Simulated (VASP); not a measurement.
# TiAl3 (Pmm2) in VASP: relaxation of cell and atoms with PBEsol

Aim: the relaxation of cell and atoms of TiAl3 with PBEsol.

Everything below comes from runs of VASP 6.6.1. Logs are shortened: lines on timing, memory, paths and dates and some standing lists are left out, and cuts for length are marked.

### Step 1. The cell of the first run

It takes space group Pmm2 (No. 25, orthorhombic). Conventional cell: a = 2.840 Å, b = 4.681 Å, c = 4.901 Å, α = 90.00°, β = 90.00°, γ = 90.00°. Within 3.7 Å of Ti (site symmetry mm2) lie 10 Al at 2.83 to 2.85 Å and 2 Ti at 2.84 Å. Al (site symmetry mm2) has 4 Ti at 2.83 to 2.84 Å and 8 Al at 2.84 to 2.86 Å within 3.7 Å. Within 3.7 Å of Al (site symmetry mm2) lie 8 Al at 2.81 to 2.86 Å and 4 Ti at 2.85 Å. Within 3.7 Å of Al (site symmetry mm2) lie 10 Al at 2.81 to 2.86 Å and 2 Ti at 2.85 Å.

### Step 2. Relaxation of cell and atoms, PBEsol

File INCAR:

```
SYSTEM = TiAl3
PREC = Accurate ; ENCUT = 600
EDIFF = 1E-7 ; ISMEAR = 0
SIGMA = 0.1 ; LREAL = .False.
LASPH = .True. ; NELM = 100
ALGO = Fast ; ISIF = 3
LWAVE = .False. ; LCHARG = .False.
GGA = PS ; IBRION = 2
NSW = 100 ; EDIFFG = -0.005
```

File KPOINTS:

```
Automatic mesh
0
Gamma
  14 10 10
  0 0 0
```

File POSCAR:

```
TiAl3
1.0
    2.8396770000      0.0000000000      0.0000000000
    0.0000000000      4.6812640000      0.0000000000
    0.0000000000      0.0000000000      4.9007420000
Ti Al
1 3
Direct
    0.0000000000      0.5000000000      0.1659160000
    0.5000000000      0.5000000000      0.6672710000
    0.5000000000      0.0000000000      0.3309120000
    0.0000000000      0.0000000000      0.8359000000
```

Potentials or basis: VASP PAW PBE potentials, release 64 (Ti_sv, Al).

Launch:

```bash
$ cat potpaw_PBE.64/Ti_sv/POTCAR potpaw_PBE.64/Al/POTCAR > POTCAR
$ mpirun -np 1 vasp_std > vasp.out
```

OUTCAR:

```text
SYSTEM = TiAl3
   PREC = Accurate
   ENCUT = 600
   EDIFF = 1E-7
   ISMEAR = 0
   LREAL = .False.
   LASPH = .True.
   NELM = 100
   ISIF = 3
   GGA = PS
   IBRION = 2
   NSW = 100
   EDIFFG = -0.005

 ion  position               nearest neighbor table
   1  0.000  0.500  0.166-   2 2.83   2 2.83   2 2.84   2 2.84   4 2.85   4 2.85   3 2.85   3 2.85
                             3 2.85   3 2.85
   2  0.500  0.500  0.667-   1 2.83   1 2.83   1 2.84   1 2.84   4 2.86   4 2.86   4 2.86   4 2.86
                             3 2.86   3 2.86
   3  0.500  0.000  0.331-   4 2.81   4 2.81   4 2.85   4 2.85   1 2.85   1 2.85   1 2.85   1 2.85
                             2 2.86   2 2.86
   4  0.000  0.000  0.836-   3 2.81   3 2.81   1 2.85   1 2.85   3 2.85   3 2.85   2 2.86   2 2.86
                             2 2.86   2 2.86

  LATTYP: Found a simple orthorhombic cell.
 ALAT       =     2.8396770000
 B/A-ratio  =     1.6485198845
 C/A-ratio  =     1.7258096607

  Lattice vectors:

 A1 = (   2.8396770000,   0.0000000000,   0.0000000000)
 A2 = (   0.0000000000,   4.6812640000,   0.0000000000)
 A3 = (   0.0000000000,   0.0000000000,   4.9007420000)

Analysis of symmetry for initial positions (statically):
=====================================================================
 Subroutine PRICEL returns:
 Original cell was already a primitive cell.

 Routine SETGRP: Setting up the symmetry group for a
 simple orthorhombic supercell.

 Subroutine GETGRP returns: Found  4 space group operations
 (whereof  4 operations were pure point group operations)
 out of a pool of  8 trial point group operations.

The static configuration has the point symmetry C_2v.

Analysis of symmetry for dynamics (positions and initial velocities):
=====================================================================
 Subroutine PRICEL returns:
 Original cell was already a primitive cell.

 Routine SETGRP: Setting up the symmetry group for a
 simple orthorhombic supercell.

 Subroutine GETGRP returns: Found  4 space group operations
 (whereof  4 operations were pure point group operations)
 out of a pool of  8 trial point group operations.

The dynamic configuration has the point symmetry C_2v.

 Subroutine INISYM returns: Found  4 space group operations
 (whereof  4 operations are pure point group operations),
 and found     1 'primitive' translations

----------------------------------------------------------------------------------------

                                     Primitive cell

  volume of cell :      65.1469

  direct lattice vectors                    reciprocal lattice vectors
     2.839677000  0.000000000  0.000000000     0.352152727  0.000000000  0.000000000
     0.000000000  4.681264000  0.000000000     0.000000000  0.213617519  0.000000000
     0.000000000  0.000000000  4.900742000     0.000000000  0.000000000  0.204050734

  length of vectors
     2.839677000  4.681264000  4.900742000     0.352152727  0.213617519  0.204050734

  position of ions in fractional coordinates (direct lattice)
     0.000000000  0.500000000  0.165916000
     0.500000000  0.500000000  0.667271000
     0.500000000  0.000000000  0.330912000
     0.000000000  0.000000000  0.835900000

  ion indices of the primitive-cell ions
   primitive index   ion index
                 1           1
                 2           2
                 3           3
                 4           4

----------------------------------------------------------------------------------------

 KPOINTS: Automatic mesh

Automatic generation of k-mesh.
 Grid dimensions read from file:
 generate k-points for:   14   10   10

 Generating k-lattice:

  Cartesian coordinates                     Fractional coordinates (reciprocal lattice)
     0.025153766  0.000000000  0.000000000     0.071428571  0.000000000  0.000000000
     0.000000000  0.021361752  0.000000000     0.000000000  0.100000000  0.000000000
     0.000000000  0.000000000  0.020405073     0.000000000  0.000000000  0.100000000

  Length of vectors
     0.025153766  0.021361752  0.020405073

  Shift w.r.t. Gamma in fractional coordinates (k-lattice)
     0.000000000  0.000000000  0.000000000

 Subroutine IBZKPT returns following result:
 ===========================================

 Found    288 irreducible k-points:

 Following reciprocal coordinates:
            Coordinates               Weight
  0.000000  0.000000  0.000000      1.000000
  0.071429  0.000000  0.000000      2.000000
  0.142857  0.000000  0.000000      2.000000
  0.214286  0.000000  0.000000      2.000000
  0.285714  0.000000  0.000000      2.000000
  0.357143  0.000000  0.000000      2.000000
[... 16 lines left out ...]
  0.428571  0.200000  0.000000      4.000000
  0.500000  0.200000  0.000000      2.000000
 [... further k-points ...]
   k-points           NKPTS =    288   k-points in BZ     NKDIM =    288   number of bands    NBANDS=     14
   number of dos      NEDOS =    301   number of ions     NIONS =      4
   total plane-waves  NPLWV =  38400
   dimension x,y,z NGX =    24 NGY =   40 NGZ =   40
   dimension x,y,z NGXF=    48 NGYF=   80 NGZF=   80
   ions per type =               1   3
   NGX,Y,Z   is equivalent  to a cutoff of  14.05, 14.21, 13.57 a.u.
   NGXF,Y,Z  is equivalent  to a cutoff of  28.10, 28.41, 27.14 a.u.
 SYSTEM =  TiAl3
   PREC   = accura    normal or accurate (medium, high low for compatibility)
   ISTART =      0    job   : 0-new  1-cont  2-samecut
   ICHARG =      2    charge: 1-file 2-atom 10-const
   ISPIN  =      1    spin polarized calculation?
   LNONCOLLINEAR =      F non collinear calculations
   LSORBIT =      F    spin-orbit coupling
   LASPH  =      T    aspherical Exc in radial PAW
   ENCUT  =  600.0 eV  44.10 Ry    6.64 a.u.   5.67  9.35  9.79*2*pi/ulx,y,z
   NELM   =    100;   NELMIN=  2; NELMDL= -5     # of ELM steps
   EDIFF  = 0.1E-06   stopping-criterion for ELM
   LREAL  =      F    real-space projection
   EDIFFG = -.5E-02   stopping-criterion for IOM
   NSW    =    100    number of steps for IOM
   IBRION =      2    ionic relax: 0-MD 1-quasi-New 2-CG
   NFREE  =      1    steps in history (QN), initial steepest desc. (CG)
   ISIF   =      3    stress and relaxation
   ISYM   =      2    0-nonsym 1-usesym 2-fastsym
   POTIM  = 0.5000    time-step for ionic-motion
   TEBEG  =    0.0;   TEEND  =   0.0 temperature during run
   PSTRESS=    0.0 pullay stress
   NELECT =      21.0000    total number of electrons
   NUPDOWN=      -1.0000    fix difference up-down
   EMIN   =  10.00;   EMAX   =-10.00  energy-range for DOS
   EFERMI =   0.00;   METHOD = LEGACY
   ISMEAR =     0;   SIGMA  =   0.10  broadening in eV -4-tet -1-fermi 0-gaus
   EFERMI_NEDOS =   21; number of points for ismear=-14 and -15
   IALGO  =     68    algorithm
   IMIX   =      4    mixing-type and parameters
     AMIX     =   0.40;   BMIX     =  1.00
     AMIX_MAG =   1.60;   BMIX_MAG =  1.00
  volume/ion in A,a.u.               =      16.29       109.91
  Fermi-wavevector in a.u.,A,eV,Ry     =   1.122492  2.121202 17.143184  1.259988
  Thomas-Fermi vector in A             =   2.259152
   LORBIT       =      0    0 simple, 1 ext, 2 COOP (PROOUT), +10 PAW based schemes
   GGA     = PS    functional components
   LHFCALC =     F    Hartree Fock is set to
   AEXX    =    0.0000 exact exchange contribution
   IVDW    =     0    specifies the selected vdW correction
   LEPSILON=     F    determine dielectric tensor
   LRPA    =     F    only Hartree local field effects (RPA)
 conjugate gradient relaxation of ions
 non-spin polarized calculation
 RMM-DIIS sequential band-by-band and
 Gauss-broadening in eV      SIGMA  =   0.10
  energy-cutoff  :      600.00
  volume of cell :       65.15
 maximum number of plane-waves:      2195
 NGX is ok and might be reduce to    24
   NGX = 11   NGY = 19   NGZ = 19

--------------------------------------- Ionic step        1  -------------------------------------------

 number of electron      20.9999997 magnetization

 Free energy of the ion-electron system (eV)
  ---------------------------------------------------
  ext. energy  EPLUGINS =         0.00000000
  ---------------------------------------------------
  free energy    TOTEN  =       -21.58350580 eV

  energy without entropy =      -21.56941335  energy(sigma->0) =      -21.57645957

------------------------ aborting loop because EDIFF is reached ----------------------------------------

  FORCE on cell =-STRESS in cart. coord.  units (eV):
  Direction    XX          YY          ZZ          XY          YZ          ZX
  --------------------------------------------------------------------------------------
  -------------------------------------------------------------------------------------
  Total       -1.5147810     -0.7093450     -0.6857131      0.0000000      0.0000000      0.0000000
  in kB      -37.2534524    -17.4451290    -16.8639429      0.0000000      0.0000000      0.0000000
  external PRESSURE =     -23.8541748 kB  Pullay stress =       0.0000000 kB
[... 95 lines left out ...]
  FREE ENERGIE OF THE ION-ELECTRON SYSTEM (eV)
  ---------------------------------------------------
  free  energy   TOTEN  =       -21.5984662762 eV

  energy  without entropy=      -21.5853194437  energy(sigma->0) =      -21.59189286

[... ionic steps 4 to 8 ...]

--------------------------------------- Ionic step        9  -------------------------------------------

 number of electron      20.9999998 magnetization

------------------------ aborting loop because EDIFF is reached ----------------------------------------
[... 71 lines left out ...]
--------------------------------------- Ionic step       11  -------------------------------------------

 number of electron      20.9999998 magnetization

 Free energy of the ion-electron system (eV)
  ---------------------------------------------------
  ext. energy  EPLUGINS =         0.00000000
  ---------------------------------------------------
  free energy    TOTEN  =       -21.60138689 eV

  energy without entropy =      -21.58877004  energy(sigma->0) =      -21.59507847

 E-fermi :   8.2076     XC(G=0): -10.8079

 val. band max:        8.2063605640   @ k =   0.1429   0.2000   0.3000
 cond. band min:       8.2128553233   @ k =   0.2143   0.3000   0.3000
 fundamental gap:      0.0064947593
 Fermi energy:         8.2075582231

 k-point     1 :       0.0000    0.0000    0.0000
  band No.  band energies     occupation
      1     -47.9882      2.00000
      2     -24.4203      2.00000
      3     -24.4200      2.00000
      4     -24.0063      2.00000
      5      -2.0300      2.00000
      6       3.0192      2.00000
      7       4.2933      2.00000
      8       4.6401      2.00000
      9       5.5123      2.00000
     10       7.3588      2.00000
     11       7.7783      2.00000
     12      10.7269      0.00000
     13      10.7982      0.00000
     14      10.8772      0.00000
[... 377 lines left out ...]
      1     -47.9194      2.00000
      2     -24.5406      2.00000
      3     -24.3560      2.00000
      4     -24.3535      2.00000
      5       2.7793      2.00000
      6       2.9106      2.00000
      7       5.8742      2.00000
      8       6.0140      2.00000
      9       6.2348      2.00000
     10       8.3612      0.02979
     11       8.3807      0.01432
     12       8.5843      0.00000
     13       9.4465      0.00000
     14      10.2415      0.00000

 [... further k-points ...]
[... 5 lines left out ...]
  --------------------------------------------------------------------------------------
  -------------------------------------------------------------------------------------
  Total        0.0020614      0.0074122      0.0008657      0.0000000      0.0000000      0.0000000
  in kB        0.0519185      0.1866872      0.0218047      0.0000000      0.0000000      0.0000000
  external PRESSURE =       0.0868034 kB  Pullay stress =       0.0000000 kB
[... 19 lines left out ...]
  FREE ENERGIE OF THE ION-ELECTRON SYSTEM (eV)
  ---------------------------------------------------
  free  energy   TOTEN  =       -21.6013868939 eV

  energy  without entropy=      -21.5887700367  energy(sigma->0) =      -21.59507847

 reached required accuracy - stopping structural energy minimisation
```

Run time: 30 min. Hardware: 1 thread of Intel Xeon 6975P-C (Granite Rapids), shared host; peak memory 0.49 GiB.

Results:

- Free energy: -21.6014 eV
- Relaxed volume: 15.90 Å³/atom
- Relaxed cell: a = 2.782 Å, b = 4.672 Å, c = 4.894 Å, α = 90.00°, β = 90.00°, γ = 90.00°
- Space group after relaxing (to 0.05 Å): Pmm2 (No. 25)
- Energy gained by relaxing: 4.5 meV/atom
- Ionic steps: 11
- Pressure after relaxing: 0.0 GPa
- Largest force after relaxing: 0.004 eV/Å

Forces in eV/Å, atoms in the order of the input:
```
Ti   0.000  0.000 -0.001
Al   0.000  0.000  0.001
Al   0.000  0.000  0.003
Al   0.000  0.000 -0.004
```

The path:
```
step  energy change (eV)  largest force (eV/Å)  pressure (GPa)  volume (Å³)
   1              0.0000                0.0473           -2.39        65.15
   2             -0.0131                0.0519            1.20        62.89
   3             -0.0150                0.0434            0.25        63.46
   4             -0.0166                0.0492            0.12        63.54
   5             -0.0170                0.0538            0.02        63.60
   6              0.0307                0.0425            0.04        63.64
   7             -0.0176                0.0212           -0.19        63.76
   8             -0.0177                0.0214           -0.18        63.72
   9             -0.0178                0.0129            0.14        63.53
  10             -0.0178                0.0150            0.06        63.58
  11             -0.0179                0.0035            0.01        63.61
```

Final structure:
```
Ti Al
1.0
     2.78197    0.00000    0.00000
     0.00000    4.67193    0.00000
     0.00000    0.00000    4.89432
Ti Al
1 3
Direct
  0.00000 0.50000 0.16322
  0.50000 0.50000 0.66407
  0.50000 0.00000 0.33302
  0.00000 0.00000 0.83970
```

Caveat: the PAW data sets were made with another functional, which shifts forces and pressure a little.
